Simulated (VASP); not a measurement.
A run of VASP 6.6.1 is set up as follows.

POSCAR

```
AlN
1.0
   -0.0218490063      2.1849006282      2.1849006282
    2.1849006282     -0.0218490063      2.1849006282
    2.1630516219      2.1630516219      0.0000000000
Al N
1 1
Direct
    0.0000000000      0.0000000000      0.0000000000
    0.7500000000      0.7500000000      0.7500000000
```

INCAR.step1

```
PREC = Accurate
ENCUT = 520
ISMEAR = 0
SIGMA = 0.05
LREAL = F
LASPH = T
NELM = 100
NBANDS = 11
GGA = PE
ALGO = Normal
EDIFF = 1E-4
LWAVE = T
LCHARG = F
```

File INCAR.step2:

```
PREC = Accurate
ENCUT = 520
EDIFF = 1E-6
ISMEAR = 0
SIGMA = 0.05
LREAL = F
LASPH = T
NELM = 100
ALGO = Normal
ISIF = 2
LWAVE = F
LCHARG = F
METAGGA = R2SCAN
LMIXTAU = T
NBANDS = 11
ISTART = 1
```

File KPOINTS:

```
regular mesh
0
Gamma
  10 10 10
```

Potentials or basis: VASP PAW PBE potentials, release 64 (Al, N).

Launch:

```bash
$ cat potpaw_PBE.64/Al/POTCAR potpaw_PBE.64/N/POTCAR > POTCAR
$ cp INCAR.step1 INCAR
$ mpirun -np 1 vasp_std > vasp.out
$ cp INCAR.step2 INCAR
$ mpirun -np 1 vasp_std > vasp.out
```

(1) What does it give for the largest force?

(2) Estimate the pressure.

(3) Estimate the band gap on the k mesh.

Results:

(1) 0.175 eV/Å.

(2) -0.3 GPa.

(3) 3.87 eV, indirect (least direct gap 4.82 eV).

Caveat: the cell differs from its parent crystal (strain -0.0200 x Voigt [0, 0, 0, 0, 0, 1]); the PAW data sets were made with another functional, which shifts forces and pressure a little.
